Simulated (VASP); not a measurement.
# Na (I4/mmm) in VASP: notebook, part 3 of 3

VASP 6.6.1. Earlier steps stand in the parts before.

## Step 5: Single point, PBEsol

This run uses another cell than the first one, of 39.39 Å³/atom, 1.034 times its volume.

Contents of INCAR:

```
  PREC = Accurate
  ENCUT = 520
  EDIFF = 1E-6
  ISMEAR = 0
  SIGMA = 0.15
  LREAL = F
  LASPH = T
  NELM = 100
  ALGO = Normal
  ISIF = 2
  LWAVE = F
  LCHARG = T
  GGA = PS
  LELF = T
  LVHAR = T
  NBANDS = 10
```

Contents of KPOINTS:

```
regular mesh
0
Gamma
  16 16 16
```

Contents of POSCAR:

```
Na
1.0
   -1.9257000000      1.9257000000      2.6556500000
    1.9257000000     -1.9257000000      2.6556500000
    1.9257000000      1.9257000000     -2.6556500000
Na
1
Direct
    0.0000000000      0.0000000000      0.0000000000
```

Potentials or basis: VASP PAW PBE potentials, release 64 (Na_pv).

Started as:

```console
> cat potpaw_PBE.64/Na_pv/POTCAR > POTCAR
> mpirun -np 1 vasp_std > vasp.out
```

OUTCAR:

```text
PREC = Accurate
   ENCUT = 520
   EDIFF = 1E-6
   ISMEAR = 0
   LREAL = F
   LASPH = T
   NELM = 100
   ISIF = 2
   GGA = PS

 ion  position               nearest neighbor table
   1  0.000  0.000  0.000-

  LATTYP: Found a body centered tetragonal cell.
 ALAT       =     3.8514000000
 C/A-ratio  =     1.3790569663

  Lattice vectors:

 A1 = (  -1.9257000000,   1.9257000000,   2.6556500000)
 A2 = (   1.9257000000,  -1.9257000000,   2.6556500000)
 A3 = (   1.9257000000,   1.9257000000,  -2.6556500000)

Analysis of symmetry for initial positions (statically):
=====================================================================
 Subroutine PRICEL returns:
 Original cell was already a primitive cell.

 Routine SETGRP: Setting up the symmetry group for a
 body centered tetragonal supercell.

 Subroutine GETGRP returns: Found 16 space group operations
 (whereof 16 operations were pure point group operations)
 out of a pool of 16 trial point group operations.

The static configuration has the point symmetry D_4h.

Analysis of symmetry for dynamics (positions and initial velocities):
=====================================================================
 Subroutine PRICEL returns:
[... 158 lines left out ...]
 cond. band min:       0.1539417012   @ k =  -0.3125  -0.4375   0.3125
 fundamental gap:      0.0101069191
 Fermi energy:         0.1475556420

 k-point     1 :       0.0000    0.0000    0.0000
  band No.  band energies     occupation
      1     -24.6929      2.00000
      2     -24.6928      2.00000
      3     -24.6928      2.00000
      4      -3.0133      2.00000
      5      10.8457      0.00000
      6      10.8457      0.00000
      7      10.9299      0.00000
      8      11.9204      0.00000
      9      12.2837      0.00000
     10      12.2848      0.00000
[... 287 lines left out ...]
 k-point    24 :      -0.0625    0.0625    0.0000
  band No.  band energies     occupation
      1     -24.6938      2.00000
      2     -24.6933      2.00000
      3     -24.6931      2.00000
      4      -2.9315      2.00000
      5      10.0881      0.00000
      6      10.2953      0.00000
      7      10.3559      0.00000
      8      11.8635      0.00000
      9      12.8359      0.00000
     10      12.9785      0.00000

 [... further k-points ...]
[... 5 lines left out ...]
  --------------------------------------------------------------------------------------
  -------------------------------------------------------------------------------------
  Total       -0.1412175     -0.1412175     -0.1294185      0.0000000     -0.0000000      0.0000000
  in kB       -5.7436894     -5.7436894     -5.2637923      0.0000000     -0.0000000      0.0000000
  external PRESSURE =      -5.5837237 kB  Pullay stress =       0.0000000 kB

 VOLUME and BASIS-vectors are now :
 -----------------------------------------------------------------------------
  energy-cutoff  :      520.00
  volume of cell :       39.39
      direct lattice vectors                 reciprocal lattice vectors
    -1.925700000  1.925700000  2.655650000     0.000000000  0.259645843  0.188277823
     1.925700000 -1.925700000  2.655650000     0.259645843  0.000000000  0.188277823
     1.925700000  1.925700000 -2.655650000     0.259645843  0.259645843  0.000000000

 POSITION                                       TOTAL-FORCE (eV/Angst)
 -----------------------------------------------------------------------------------
      0.00000      0.00000      0.00000        -0.000000      0.000000      0.000000
 -----------------------------------------------------------------------------------
    total drift:                               -0.000000     -0.000000     -0.000000

  FREE ENERGIE OF THE ION-ELECTRON SYSTEM (eV)
  ---------------------------------------------------
  free  energy   TOTEN  =        -1.3976904747 eV

  energy  without entropy=       -1.3926065777  energy(sigma->0) =       -1.39514853
```

OSZICAR:

```text
N       E                     dE             d eps       ncg     rms          rms(c)
DAV:   1     0.279860341092E+02    0.27986E+02   -0.37618E+03  6990   0.574E+02
DAV:   2    -0.785710307308E+00   -0.28772E+02   -0.28649E+02  7194   0.148E+02
DAV:   3    -0.139437861211E+01   -0.60867E+00   -0.60818E+00  8456   0.237E+01
DAV:   4    -0.139956444514E+01   -0.51858E-02   -0.51853E-02  8284   0.214E+00
DAV:   5    -0.139964166317E+01   -0.77218E-04   -0.77217E-04  7986   0.258E-01    0.229E-01
DAV:   6    -0.139813206795E+01    0.15096E-02   -0.26754E-03  8256   0.754E-01    0.140E-01
DAV:   7    -0.139774693080E+01    0.38514E-03   -0.24646E-03  7874   0.646E-01    0.454E-02
DAV:   8    -0.139769016087E+01    0.56770E-04   -0.20161E-04  8042   0.246E-01    0.245E-03
DAV:   9    -0.139769047466E+01   -0.31379E-06   -0.63836E-07  5406   0.908E-03
   1 F= -.13976905E+01 E0= -.13951485E+01  d E =-.508390E-02
```

stdout:

```text
POSCAR found type information on POSCAR Na
 POSCAR found :  1 types and       1 ions
 scaLAPACK will be used
 -----------------------------------------------------------------------------
|                                                                             |
|                                                                             |
|     You enforced a specific xc type in the INCAR file but a different       |
|     I HOPE YOU KNOW WHAT YOU ARE DOING!                                     |
|                                                                             |
 -----------------------------------------------------------------------------

 LDA part: xc-table for (Slater+PW92), standard interpolation
 POSCAR, INCAR and KPOINTS ok, starting setup
 FFT: planning ... GRIDC
 FFT: planning ... GRID_SOFT
 FFT: planning ... GRID
 WAVECAR not read
 entering main loop
```

Run time: 40 s. Hardware: 1 thread of Intel Xeon Platinum 8488C (Sapphire Rapids), shared host; peak memory 0.23 GiB.

Results:

* Free energy: -1.3977 eV
* Pressure: -0.6 GPa

Levels at points of the mesh, in eV from the Fermi level:
| k point | band 1 | band 2 | band 3 | band 4 | band 5 | band 6 | band 7 | band 8 | band 9 |
| --- | --- | --- | --- | --- | --- | --- | --- | --- | --- |
| (0.00, 0.00, 0.00) | -24.84 | -24.84 | -24.84 | -3.16 | 10.70 | 10.70 | 10.78 | 11.77 | 12.14 |
| (0.50, 0.00, 0.00) | -24.87 | -24.84 | -24.84 | 0.53 | 0.90 | 9.63 | 9.95 | 10.52 | 10.61 |
| (0.50, 0.50, 0.00) | -24.87 | -24.85 | -24.85 | 1.61 | 2.15 | 6.16 | 6.91 | 6.94 | 8.74 |
| (0.50, 0.50, 0.50) | -24.87 | -24.85 | -24.85 | 1.85 | 2.39 | 5.94 | 6.66 | 6.66 | 8.52 |

Caveat: the PAW data sets were made with another functional, which shifts forces and pressure a little.

## Step 6: Single point, PBEsol

This run uses another cell than the first one, of 40.04 Å³/atom, 1.051 times its volume.

Contents of INCAR:

```
SYSTEM = Na
PREC = Accurate
ENCUT = 520
EDIFF = 1E-6
ISMEAR = 0
SIGMA = 0.15
LREAL = .FALSE.
LASPH = .TRUE.
NELM = 60
ALGO = Normal
ISIF = 2
LWAVE = .FALSE.
LCHARG = .TRUE.
GGA = PS
LELF = .TRUE.
LVHAR = .TRUE.
NBANDS = 10
```

Contents of KPOINTS:

```
Automatic mesh
0
G
  16 16 16
  0 0 0
```

Contents of POSCAR:

```
Na
1.0
   -1.9257000000      1.9257000000      2.6991500000
    1.9257000000     -1.9257000000      2.6991500000
    1.9257000000      1.9257000000     -2.6991500000
Na
1
Direct
    0.0000000000      0.0000000000      0.0000000000
```

Potentials or basis: VASP PAW PBE potentials, release 64 (Na_pv).

Started as:

```console
> cat potpaw_PBE.64/Na_pv/POTCAR > POTCAR
> mpirun -np 1 vasp_std > vasp.out
```

OUTCAR:

```text
SYSTEM = Na
   PREC = Accurate
   ENCUT = 520
   EDIFF = 1E-6
   ISMEAR = 0
   LREAL = .FALSE.
   LASPH = .TRUE.
   NELM = 60
   ISIF = 2
   GGA = PS

 ion  position               nearest neighbor table
   1  0.000  0.000  0.000-

  LATTYP: Found a body centered tetragonal cell.
 ALAT       =     3.8514000000
 C/A-ratio  =     1.4016461546

  Lattice vectors:

 A1 = (  -1.9257000000,   1.9257000000,   2.6991500000)
 A2 = (   1.9257000000,  -1.9257000000,   2.6991500000)
 A3 = (   1.9257000000,   1.9257000000,  -2.6991500000)
[... 483 lines left out ...]
      2     -24.7500      2.00000
      3     -24.7499      2.00000
      4      -2.9412      2.00000
      5       9.9551      0.00000
      6      10.1533      0.00000
      7      10.1749      0.00000
      8      11.6878      0.00000
      9      12.6914      0.00000
     10      12.8105      0.00000

 [... further k-points ...]
[... 5 lines left out ...]
  --------------------------------------------------------------------------------------
  -------------------------------------------------------------------------------------
  Total       -0.1637250     -0.1637250     -0.1587285      0.0000000      0.0000000      0.0000000
  in kB       -6.5518106     -6.5518106     -6.3518638      0.0000000      0.0000000      0.0000000
  external PRESSURE =      -6.4851617 kB  Pullay stress =       0.0000000 kB

 VOLUME and BASIS-vectors are now :
 -----------------------------------------------------------------------------
  energy-cutoff  :      520.00
  volume of cell :       40.04
      direct lattice vectors                 reciprocal lattice vectors
    -1.925700000  1.925700000  2.699150000     0.000000000  0.259645843  0.185243503
     1.925700000 -1.925700000  2.699150000     0.259645843  0.000000000  0.185243503
     1.925700000  1.925700000 -2.699150000     0.259645843  0.259645843  0.000000000

 POSITION                                       TOTAL-FORCE (eV/Angst)
 -----------------------------------------------------------------------------------
      0.00000      0.00000      0.00000        -0.000000      0.000000     -0.000000
 -----------------------------------------------------------------------------------
    total drift:                                0.000000     -0.000000      0.000000

  FREE ENERGIE OF THE ION-ELECTRON SYSTEM (eV)
  ---------------------------------------------------
  free  energy   TOTEN  =        -1.3954179755 eV

  energy  without entropy=       -1.3903336609  energy(sigma->0) =       -1.39287582
```

OSZICAR:

```text
N       E                     dE             d eps       ncg     rms          rms(c)
DAV:   1     0.278746219170E+02    0.27875E+02   -0.37425E+03  6996   0.576E+02
DAV:   2    -0.766494369875E+00   -0.28641E+02   -0.28508E+02  7172   0.147E+02
DAV:   3    -0.139152307217E+01   -0.62503E+00   -0.62457E+00  8364   0.240E+01
DAV:   4    -0.139721319509E+01   -0.56901E-02   -0.56896E-02  8224   0.226E+00
DAV:   5    -0.139730098161E+01   -0.87787E-04   -0.87785E-04  7958   0.280E-01    0.228E-01
DAV:   6    -0.139583338779E+01    0.14676E-02   -0.26628E-03  8170   0.752E-01    0.140E-01
DAV:   7    -0.139547490605E+01    0.35848E-03   -0.24740E-03  7872   0.646E-01    0.455E-02
DAV:   8    -0.139541763049E+01    0.57276E-04   -0.20389E-04  8004   0.248E-01    0.250E-03
DAV:   9    -0.139541797546E+01   -0.34497E-06   -0.64013E-07  5462   0.913E-03
   1 F= -.13954180E+01 E0= -.13928758E+01  d E =-.508431E-02
```

Run time: 2.5 min. Hardware: 1 thread of Oxide Virtual Turin-like, shared host; peak memory 0.21 GiB.

Results:

| Property | Result |
| --- | --- |
| Free energy | -1.3954 eV |
| Pressure | -0.6 GPa |

Levels at points of the mesh, in eV from the Fermi level:
```tsv
k point	band 1	band 2	band 3	band 4	band 5	band 6	band 7	band 8
(0.00, 0.00, 0.00)	-24.85	-24.85	-24.85	-3.13	10.62	10.62	10.65	11.66
(0.50, 0.00, 0.00)	-24.88	-24.86	-24.86	0.53	0.89	9.65	9.77	10.50
(0.50, 0.50, 0.00)	-24.88	-24.86	-24.86	1.64	2.18	6.06	6.78	6.79
(0.50, 0.50, 0.50)	-24.88	-24.86	-24.86	1.73	2.27	5.99	6.70	6.70
```

Caveat: the PAW data sets were made with another functional, which shifts forces and pressure a little.

## Step 7: Summary

```tsv
cell	gap on the mesh (eV)	pressure (GPa)
a = 3.804 Å, angles 121.3, 121.3, 87.7°, 1 atom	none	-0.4
a = 3.803 Å, angles 120.2, 120.2, 89.6°, 1 atom	none	-0.5
a = 3.834 Å, angles 120.8, 120.8, 88.7°, 1 atom	none	-0.5
a = 3.804 Å, angles 119.2, 119.2, 91.4°, 1 atom	none	-0.6
a = 3.834 Å, angles 119.7, 119.7, 90.5°, 1 atom	none	-0.6
```

Alike in all rows: task single point; level PBEsol; potentials or basis VASP PAW PBE potentials, release 64 (Na_pv); no spin polarisation; k mesh 16 × 16 × 16; cutoff (eV) 520; smearing gaussian 0.15 eV.

Caveats: the PAW data sets were made with another functional, which shifts forces and pressure a little.

Total energies depend on the potentials used, so only differences within one code and one set of settings carry meaning.
